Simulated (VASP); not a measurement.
# NaYZnS3O12 (R3c) in VASP: electric field gradients with PBE

Aim: the electric field gradients of NaYZnS3O12 with PBE.

All numbers are computed with VASP 6.6.1; they aren't measurements. Logs are shortened: lines on timing, memory, paths and dates and some standing lists are left out, and cuts for length are marked.

## Step 1: The cell of the first run

It takes space group R3c (No. 161, trigonal). Conventional cell: a = 8.954 Å, b = 8.954 Å, c = 23.646 Å, α = 90.00°, β = 90.00°, γ = 120.00°. Na (site symmetry 3) has 12 O at 2.54 to 3.73 Å and 1 Zn at 3.45 Å and 6 S at 3.59 to 3.87 Å and 1 Y at 3.63 Å within 3.9 Å. Within 2.9 Å of Y (site symmetry 3) lie 6 O at 2.20 to 2.24 Å. Within 2.8 Å of Zn (site symmetry 3) lie 6 O at 2.12 to 2.20 Å. S (site symmetry 1) has 4 O at 1.48 to 1.50 Å within 2.0 Å. Within 2.0 Å of O (site symmetry 1) lie 1 S at 1.48 Å. O (site symmetry 1) has 1 S at 1.48 Å within 2.0 Å. Within 2.0 Å of O (site symmetry 1) lie 1 S at 1.49 Å. O (site symmetry 1) has 1 S at 1.50 Å within 2.0 Å.

## Step 2: Electric field gradients, PBE

Contents of INCAR:

```
SYSTEM = NaYZnS3O12
PREC = Accurate
ENCUT = 520
EDIFF = 1E-8
ISMEAR = -1
SIGMA = 0.02
LREAL = Auto
LASPH = .True.
NELM = 100
ALGO = Normal
ISIF = 2
LWAVE = .False.
LCHARG = .False.
GGA = PE
LEFG = .True.
NBANDS = 144
```

Contents of KPOINTS:

```
regular mesh
0
Gamma
  3 3 3
  0 0 0
```

Contents of POSCAR:

```
NaYZnS3O12
1.0
    4.4770865476      2.5848471234      7.8820777367
   -4.4770865476      2.5848471234      7.8820777367
    0.0000000000     -5.1696942469      7.8820777367
Na Y Zn S O
2 2 2 6 24
Direct
    0.5056194800      0.5056194800      0.5056194800
    0.0056194800      0.0056194800      0.0056194800
    0.3520857000      0.3520857000      0.3520857000
    0.8520857000      0.8520857000      0.8520857000
    0.6513435800      0.6513435800      0.6513435800
    0.1513435800      0.1513435800      0.1513435800
    0.0387019900      0.4487119500      0.7594378900
    0.7594378900      0.0387019900      0.4487119500
    0.4487119500      0.7594378900      0.0387019900
    0.2594378900      0.9487119500      0.5387019900
    0.5387019900      0.2594378900      0.9487119500
    0.9487119500      0.5387019900      0.2594378900
    0.8843998800      0.4820240000      0.7268557600
    0.7268557600      0.8843998800      0.4820240000
    0.4820240000      0.7268557600      0.8843998800
    0.2268557600      0.9820240000      0.3843998800
    0.3843998800      0.2268557600      0.9820240000
    0.9820240000      0.3843998800      0.2268557600
    0.1052564300      0.5120551900      0.2838690000
    0.2838690000      0.1052564300      0.5120551900
    0.5120551900      0.2838690000      0.1052564300
    0.7838690000      0.0120551900      0.6052564300
    0.6052564300      0.7838690000      0.0120551900
    0.0120551900      0.6052564300      0.7838690000
    0.7813199100      0.5628460700      0.4209374500
    0.4209374500      0.7813199100      0.5628460700
    0.5628460700      0.4209374500      0.7813199100
    0.9209374500      0.0628460700      0.2813199100
    0.2813199100      0.9209374500      0.0628460700
    0.0628460700      0.2813199100      0.9209374500
    0.2099852100      0.4263305600      0.5982199300
    0.5982199300      0.2099852100      0.4263305600
    0.4263305600      0.5982199300      0.2099852100
    0.0982199300      0.9263305600      0.7099852100
    0.7099852100      0.0982199300      0.9263305600
    0.9263305600      0.7099852100      0.0982199300
```

Potentials or basis: VASP PAW PBE potentials, release 64 (Na_pv, Y_sv, Zn, S, O).

Command:

```bash
> cat potpaw_PBE.64/Na_pv/POTCAR potpaw_PBE.64/Y_sv/POTCAR potpaw_PBE.64/Zn/POTCAR potpaw_PBE.64/S/POTCAR potpaw_PBE.64/O/POTCAR > POTCAR
> mpirun -np 1 vasp_std > vasp.out
```

OUTCAR:

```text
SYSTEM = NaYZnS3O12
   PREC = Accurate
   ENCUT = 520
   EDIFF = 1E-8
   ISMEAR = -1
   LREAL = Auto
   LASPH = .True.
   NELM = 100
   ISIF = 2
   GGA = PE

 ion  position               nearest neighbor table
   1  0.506  0.506  0.506-
   2  0.006  0.006  0.006-
   3  0.352  0.352  0.352-  20 2.20  21 2.20  19 2.20  33 2.24  32 2.24  31 2.24   9 3.57   7 3.57
                             8 3.57
   4  0.852  0.852  0.852-  23 2.20  22 2.20  24 2.20  34 2.24  35 2.24  36 2.24  10 3.57  12 3.57
                            11 3.57
   5  0.651  0.651  0.651-  14 2.12  15 2.12  13 2.12  27 2.20  26 2.20  25 2.20
   6  0.151  0.151  0.151-  17 2.12  16 2.12  18 2.12  28 2.20  29 2.20  30 2.20
   7  0.039  0.449  0.759-  13 1.48  24 1.48  30 1.49  31 1.50   3 3.57
   8  0.759  0.039  0.449-  14 1.48  22 1.48  28 1.49  32 1.50   3 3.57
   9  0.449  0.759  0.039-  15 1.48  23 1.48  29 1.49  33 1.50   3 3.57
  10  0.259  0.949  0.539-  16 1.48  20 1.48  26 1.49  34 1.50   4 3.57
  11  0.539  0.259  0.949-  17 1.48  21 1.48  27 1.49  35 1.50   4 3.57
  12  0.949  0.539  0.259-  18 1.48  19 1.48  25 1.49  36 1.50   4 3.57
  13  0.884  0.482  0.727-   7 1.48   5 2.12
  14  0.727  0.884  0.482-   8 1.48   5 2.12
  15  0.482  0.727  0.884-   9 1.48   5 2.12
  16  0.227  0.982  0.384-  10 1.48   6 2.12
  17  0.384  0.227  0.982-  11 1.48   6 2.12
  18  0.982  0.384  0.227-  12 1.48   6 2.12
[... 16 lines left out ...]
  35  0.710  0.098  0.926-  11 1.50   4 2.24
  36  0.926  0.710  0.098-  12 1.50   4 2.24

  LATTYP: Found a trigonal (rhomboedric) cell.
 ALAT       =     9.4261809899
 COS(alpha) =     0.5488204291

  Lattice vectors:

 A1 = (   4.4770865476,   2.5848471234,   7.8820777367)
 A2 = (  -4.4770865476,   2.5848471234,   7.8820777367)
 A3 = (   0.0000000000,  -5.1696942469,   7.8820777367)

Analysis of symmetry for initial positions (statically):
=====================================================================
 Subroutine PRICEL returns:
 Original cell was already a primitive cell.

 Routine SETGRP: Setting up the symmetry group for a
 trigonal (rhombohedral) supercell.

 Subroutine GETGRP returns: Found  6 space group operations
 (whereof  3 operations were pure point group operations)
 out of a pool of 12 trial point group operations.

The static configuration has the point symmetry C_3 .
 The point group associated with its full space group is C_3v.

Analysis of symmetry for dynamics (positions and initial velocities):
=====================================================================
 Subroutine PRICEL returns:
 Original cell was already a primitive cell.

 Routine SETGRP: Setting up the symmetry group for a
 trigonal (rhombohedral) supercell.

 Subroutine GETGRP returns: Found  6 space group operations
 (whereof  3 operations were pure point group operations)
 out of a pool of 12 trial point group operations.

The dynamic configuration has the point symmetry C_3 .
 The point group associated with its full space group is C_3v.

 Subroutine INISYM returns: Found  6 space group operations
 (whereof  3 operations are pure point group operations),
 and found     1 'primitive' translations

----------------------------------------------------------------------------------------

                                     Primitive cell

  volume of cell :     547.2961

  direct lattice vectors                    reciprocal lattice vectors
     4.477086548  2.584847123  7.882077737     0.111679771  0.064478346  0.042290034
    -4.477086548  2.584847123  7.882077737    -0.111679771  0.064478346  0.042290034
     0.000000000 -5.169694247  7.882077737     0.000000000 -0.128956692  0.042290034

  length of vectors
     9.426180990  9.426180990  9.426180990     0.135713946  0.135713946  0.135713946

  position of ions in fractional coordinates (direct lattice)
     0.505619480  0.505619480  0.505619480
     0.005619480  0.005619480  0.005619480
     0.352085700  0.352085700  0.352085700
     0.852085700  0.852085700  0.852085700
     0.651343580  0.651343580  0.651343580
     0.151343580  0.151343580  0.151343580
[... 116 lines left out ...]
   ISPIN  =      1    spin polarized calculation?
   LNONCOLLINEAR =      F non collinear calculations
   LSORBIT =      F    spin-orbit coupling
   LASPH  =      T    aspherical Exc in radial PAW
   ENCUT  =  520.0 eV  38.22 Ry    6.18 a.u.  17.53 17.53 17.53*2*pi/ulx,y,z
   NELM   =    100;   NELMIN=  2; NELMDL= -5     # of ELM steps
   EDIFF  = 0.1E-07   stopping-criterion for ELM
   LREAL  =      T    real-space projection
   EDIFFG = 0.1E-06   stopping-criterion for IOM
   NSW    =      0    number of steps for IOM
   IBRION =     -1    ionic relax: 0-MD 1-quasi-New 2-CG
   NFREE  =      0    steps in history (QN), initial steepest desc. (CG)
   ISIF   =      2    stress and relaxation
   ISYM   =      2    0-nonsym 1-usesym 2-fastsym
   POTIM  = 0.5000    time-step for ionic-motion
   TEBEG  =    0.0;   TEEND  =   0.0 temperature during run
   PSTRESS=    0.0 pullay stress
   NELECT =     240.0000    total number of electrons
   NUPDOWN=      -1.0000    fix difference up-down
   EMIN   =  10.00;   EMAX   =-10.00  energy-range for DOS
   EFERMI =   0.00;   METHOD = LEGACY
   ISMEAR =    -1;   SIGMA  =   0.02  broadening in eV -4-tet -1-fermi 0-gaus
   EFERMI_NEDOS =   21; number of points for ismear=-14 and -15
   IALGO  =     38    algorithm
   IMIX   =      4    mixing-type and parameters
     AMIX     =   0.40;   BMIX     =  1.00
     AMIX_MAG =   1.60;   BMIX_MAG =  1.00
  volume/ion in A,a.u.               =      15.20       102.59
  Fermi-wavevector in a.u.,A,eV,Ry     =   1.243763  2.350372 21.047500  1.546948
  Thomas-Fermi vector in A             =   2.378060
   LORBIT       =      0    0 simple, 1 ext, 2 COOP (PROOUT), +10 PAW based schemes
   GGA     = PE    functional components
   LHFCALC =     F    Hartree Fock is set to
   AEXX    =    0.0000 exact exchange contribution
   IVDW    =     0    specifies the selected vdW correction
   LEPSILON=     F    determine dielectric tensor
   LRPA    =     F    only Hartree local field effects (RPA)
 non-spin polarized calculation
  energy-cutoff  :      520.00
  volume of cell :      547.30
 maximum number of plane-waves:     14777
 NGX is ok and might be reduce to    70
   NGX = 35   NGY = 35   NGZ = 35

 number of electron     240.0000002 magnetization

 Free energy of the ion-electron system (eV)
  ---------------------------------------------------
  ext. energy  EPLUGINS =         0.00000000
  ---------------------------------------------------
  free energy    TOTEN  =      -227.50243492 eV

  energy without entropy =     -227.50243492  energy(sigma->0) =     -227.50243492

 E-fermi :   0.2423     XC(G=0):  -8.4988

 val. band max:       -0.3255509480   @ k =   0.0000   0.0000   0.0000
 cond. band min:       3.8043318580   @ k =   0.0000   0.0000   0.0000
 fundamental gap:      4.1298828060
 Fermi energy:         0.2423312347

 k-point     1 :       0.0000    0.0000    0.0000
  band No.  band energies     occupation
      1     -40.5692      2.00000
      2     -40.5692      2.00000
      3     -23.2911      2.00000
      4     -23.2773      2.00000
      5     -23.2773      2.00000
      6     -23.2562      2.00000
[... 799 lines left out ...]
    131       7.0240      0.00000
    132       7.1627      0.00000
 [bands above 132 left out]

------------------------ aborting loop because EDIFF is reached ----------------------------------------

  FORCE on cell =-STRESS in cart. coord.  units (eV):
  Direction    XX          YY          ZZ          XY          YZ          ZX
  --------------------------------------------------------------------------------------
  -------------------------------------------------------------------------------------
  Total       -2.4113187     -2.4113187     -2.6890403      0.0000000      0.0000000      0.0000000
  in kB       -7.0589950     -7.0589950     -7.8720089      0.0000000      0.0000000      0.0000000
  external PRESSURE =      -7.3299997 kB  Pullay stress =       0.0000000 kB

 VOLUME and BASIS-vectors are now :
 -----------------------------------------------------------------------------
  energy-cutoff  :      520.00
  volume of cell :      547.30
      direct lattice vectors                 reciprocal lattice vectors
     4.477086548  2.584847123  7.882077737     0.111679771  0.064478346  0.042290034
    -4.477086548  2.584847123  7.882077737    -0.111679771  0.064478346  0.042290034
     0.000000000 -5.169694247  7.882077737     0.000000000 -0.128956692  0.042290034

 POSITION                                       TOTAL-FORCE (eV/Angst)
 -----------------------------------------------------------------------------------
      0.00000     -0.00000     11.95600        -0.000000     -0.000000      0.178278
      0.00000     -0.00000      0.13288        -0.000000     -0.000000      0.178278
      0.00000     -0.00000      8.32550        -0.000000     -0.000000      0.034695
      0.00000     -0.00000     20.14862        -0.000000     -0.000000      0.034695
      0.00000     -0.00000     15.40182        -0.000000     -0.000000      0.028335
      0.00000     -0.00000      3.57871        -0.000000     -0.000000      0.028335
[... 28 lines left out ...]
      2.73893     -2.69976     13.67175         0.086415      0.098268     -0.016662
      0.96860      3.72186     13.67175        -0.128310      0.025703     -0.016662
 -----------------------------------------------------------------------------------
    total drift:                               -0.000000      0.000001     -0.002972

  FREE ENERGIE OF THE ION-ELECTRON SYSTEM (eV)
  ---------------------------------------------------
  free  energy   TOTEN  =      -227.5024349201 eV

  energy  without entropy=     -227.5024349201  energy(sigma->0) =     -227.50243492

 Electric field gradients (V/A^2)
---------------------------------------------------------------------
 ion       V_xx      V_yy      V_zz      V_xy      V_xz      V_yz
---------------------------------------------------------------------
   1       3.473     3.473    -6.946     0.000     0.000     0.000
   2       3.473     3.473    -6.946    -0.000    -0.000     0.000
   3       1.465     1.465    -2.929    -0.000    -0.000     0.000
   4       1.465     1.465    -2.929     0.000     0.000     0.000
   5       0.600     0.600    -1.201    -0.000    -0.000     0.000
   6       0.600     0.600    -1.201     0.000     0.000     0.000
[... 28 lines left out ...]
  35     136.800   -75.287   -61.513    17.857    -9.098     0.079
  36      -6.800    68.314   -61.513  -100.765     4.481    -7.918
---------------------------------------------------------------------

 Electric field gradients after diagonalization (V/A^2)
 (convention: |V_zz| > |V_xx| > |V_yy|)
----------------------------------------------------------------------
 ion       V_xx      V_yy      V_zz     asymmetry (V_yy - V_xx)/ V_zz
----------------------------------------------------------------------
   1       3.473     3.473    -6.946       0.000
   2       3.473     3.473    -6.946       0.000
   3       1.465     1.465    -2.929       0.000
   4       1.465     1.465    -2.929       0.000
   5       0.600     0.600    -1.201       0.000
   6       0.600     0.600    -1.201       0.000
[... 28 lines left out ...]
  35     -76.826   -61.876   138.703       0.108
  36     -76.826   -61.876   138.703       0.108
----------------------------------------------------------------------

           NMR quadrupolar parameters

 Cq : quadrupolar parameter    Cq=e*Q*V_zz/h
 eta: asymmetry parameters     (V_yy - V_xx)/ V_zz
 Q  : nuclear electric quadrupole moment in mb (millibarn)
----------------------------------------------------------------------
 ion       Cq(MHz)       eta       Q (mb)
----------------------------------------------------------------------
   1      -0.017       0.000       1.000
   2      -0.017       0.000       1.000
   3      -0.007       0.000       1.000
   4      -0.007       0.000       1.000
   5      -0.003       0.000       1.000
   6      -0.003       0.000       1.000
[... 28 lines left out ...]
  35       0.335       0.108       1.000
  36       0.335       0.108       1.000
----------------------------------------------------------------------
```

Run time: 27 min. Hardware: 1 thread of Intel Xeon Platinum 8259CL at 2.50GHz (Skylake/Cascade Lake), shared host; peak memory 0.92 GiB.

Results:

| Item | Value |
| --- | --- |
| Free energy | -227.5024 eV |
| Pressure | -0.7 GPa |
| Largest force | 0.357 eV/Å |
| Band gap on the k mesh | 4.13 eV |
| Largest electric field gradient by atom | Na -6.9; Y -2.9; Zn -1.2; S -11.8; O +151.4, +134.5, +145.9, +138.7 (each value once) V/Å² |

Forces in eV/Å, atoms in the order of the input:
```
Na   0.000  0.000  0.178
Na   0.000  0.000  0.178
Y    0.000  0.000  0.035
Y    0.000  0.000  0.035
Zn   0.000  0.000  0.028
Zn   0.000  0.000  0.028
S    0.074 -0.251 -0.243
S    0.181  0.190 -0.243
S   -0.255  0.062 -0.243
S    0.255  0.062 -0.243
S   -0.181  0.190 -0.243
S   -0.074 -0.251 -0.243
O    0.134  0.038  0.088
O   -0.100  0.097  0.088
O   -0.034 -0.135  0.088
O    0.034 -0.135  0.088
O    0.100  0.097  0.088
O   -0.134  0.038  0.088
O    0.139 -0.143  0.169
O    0.054  0.192  0.169
O   -0.193 -0.049  0.169
O    0.193 -0.049  0.169
O   -0.054  0.192  0.169
O   -0.139 -0.143  0.169
O    0.055  0.022 -0.078
O   -0.046  0.036 -0.078
O   -0.009 -0.058 -0.078
O    0.009 -0.058 -0.078
O    0.046  0.036 -0.078
O   -0.055  0.022 -0.078
O    0.128  0.026 -0.017
O   -0.086  0.098 -0.017
O   -0.042 -0.124 -0.017
O    0.042 -0.124 -0.017
O    0.086  0.098 -0.017
O   -0.128  0.026 -0.017
```

Levels at points of the mesh, in eV from the valence-band top:
```csv
k point,band 117,band 118,band 119,band 120,band 121,band 122,band 123,band 124
"(0.00, 0.00, 0.00)",-0.19,-0.19,-0.14,0.00,4.13,5.74,5.92,6.03
```

Electric field gradients, principal values (V/Å²):
| atom | least | middle | greatest (by size) |
| --- | --- | --- | --- |
| 1 Na | 3.473 | 3.473 | -6.946 |
| 2 Na | 3.473 | 3.473 | -6.946 |
| 3 Y | 1.465 | 1.465 | -2.929 |
| 4 Y | 1.465 | 1.465 | -2.929 |
| 5 Zn | 0.600 | 0.600 | -1.201 |
| 6 Zn | 0.600 | 0.600 | -1.201 |
| 7 S | 5.756 | 6.002 | -11.758 |
| 8 S | 5.756 | 6.002 | -11.758 |
| 9 S | 5.756 | 6.002 | -11.758 |
| 10 S | 5.756 | 6.002 | -11.758 |
| 11 S | 5.756 | 6.002 | -11.758 |
| 12 S | 5.756 | 6.002 | -11.758 |
| 13 O | -67.996 | -83.382 | 151.378 |
| 14 O | -67.996 | -83.382 | 151.378 |
| 15 O | -67.996 | -83.382 | 151.378 |
| 16 O | -67.996 | -83.382 | 151.378 |
| 17 O | -67.996 | -83.382 | 151.378 |
| 18 O | -67.996 | -83.382 | 151.378 |
| 19 O | -64.936 | -69.587 | 134.522 |
| 20 O | -64.936 | -69.587 | 134.522 |
| 21 O | -64.936 | -69.587 | 134.522 |
| 22 O | -64.936 | -69.587 | 134.522 |
| 23 O | -64.936 | -69.587 | 134.522 |
| 24 O | -64.936 | -69.587 | 134.522 |
| 25 O | -56.917 | -89.015 | 145.932 |
| 26 O | -56.917 | -89.015 | 145.932 |
| 27 O | -56.917 | -89.015 | 145.932 |
| 28 O | -56.917 | -89.015 | 145.932 |
| 29 O | -56.917 | -89.015 | 145.932 |
| 30 O | -56.917 | -89.015 | 145.932 |
| 31 O | -61.876 | -76.826 | 138.703 |
| 32 O | -61.876 | -76.826 | 138.703 |
| 33 O | -61.876 | -76.826 | 138.703 |
| 34 O | -61.876 | -76.826 | 138.703 |
| 35 O | -61.876 | -76.826 | 138.703 |
| 36 O | -61.876 | -76.826 | 138.703 |

Caveat: without QUAD_EFG the Cq values of the log hold for a quadrupole moment of 1 mb, not for the nuclei. A k mesh can miss the band edges.
